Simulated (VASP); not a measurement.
Runs of VASP 6.6.1 on Li2BrCl. The structure is that of space group R-3m (No. 166), or close to it. The cells are those of the table. 

```csv
level,cell,k mesh,gap on the mesh (eV),largest force (eV/Å)
r2SCAN,"a = 6.489 Å, angles 33.6°, 4 atoms",6 × 6 × 6,5.96,0.03
PBE,"a = 6.659 Å, angles 33.6°, 4 atoms",6 × 6 × 6,4.79,0.01
PBE,"a = 6.398 Å, angles 33.6°, 4 atoms",6 × 6 × 6,5.26,0.01
PBE,"a = 6.531 Å, angles 33.6°, 4 atoms",6 × 6 × 6,(c),-
PBE,"a = 6.596 Å, angles 33.6°, 4 atoms",6 × 6 × 6,(b),0.01
r2SCAN,"a = 6.616 Å, angles 33.6°, 4 atoms",6 × 6 × 6,5.74,-
PBE,"a = 6.465 Å, angles 33.6°, 4 atoms",6 × 6 × 6,5.14,0.01
r2SCAN,"a = 6.489 Å, angles 33.6°, 4 atoms",8 × 8 × 8,5.96,0.03
r2SCAN,"a = 6.423 Å, angles 33.6°, 4 atoms",6 × 6 × 6,6.08,0.03
r2SCAN,"a = 6.356 Å, angles 33.6°, 4 atoms",6 × 6 × 6,6.19,0.01
PBE,"a = 6.489 Å, angles 33.6°, 4 atoms",8 × 8 × 8,5.10,-
r2SCAN,"a = 6.553 Å, angles 33.6°, 4 atoms",6 × 6 × 6,(a),0.01
```

Alike in all rows: task single point; potentials or basis VASP PAW PBE potentials, release 64 (Cl, Br, Li_sv); no spin polarisation; cutoff (eV) 520; smearing gaussian 0.01 eV.

Fill in the values left out.

(a) 5.85; (b) 4.90; (c) 5.02.

Caveats: the PAW data sets were made with another functional, which shifts forces and pressure a little (some runs).

A k mesh can miss the band edges, and the runs leave out spin-orbit coupling on Br.
